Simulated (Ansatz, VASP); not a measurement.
# Al3Cu2 in VASP and in Ansatz

```xyz
5
Lattice="4.1064 0.0062 -0.0078 -2.0478 3.5252 -0.0155 -0.0095 -0.0273 5.0163" Properties=species:S:1:pos:R:3 pbc="T T T"
Al   -0.0710   -0.0530   -0.0643
Al   -0.0737    2.2835    1.6727
Al    1.9808    1.1146    3.1918
Cu   -0.0714    2.2857    4.1314
Cu    1.9785    1.1125    0.7331
```

Alike in both runs: functional r2SCAN; k mesh 6 × 6 × 4; occupations gaussian, width 0.1 eV; no spin polarisation.

Ansatz relaxed the structure, and its values are those at the end. VASP's run is a single point on that final structure, the one shown.

|  | VASP | Ansatz |
| --- | --- | --- |
| version | VASP 6.6.1 | Ansatz 0.2.0 |
| potentials or method | VASP PAW PBE potentials, release 64 (Al, Cu), cutoff 520 eV | scalar-relativistic, plane waves, PAW |
| valence electrons in the cell | 31 | 47 |

```tsv
	VASP	Ansatz	Ansatz less VASP
gap on the k mesh at the Fermi level (eV)	none	none	-
pressure (GPa)	-0.1	0.0	+0.11
rms of the force components (eV/Å)	0.003	0.001	-0.0018
```

VASP's potentials were made for PBE, not for r2SCAN. A gap of «none» marks a metal or a gap that the smearing closes. The functional is the same, so the differences come from potentials, cutoffs and numerics. VASP's potentials hold 31 valence electrons a cell and Ansatz's 47, so a difference there can come from the potentials and not from the codes.
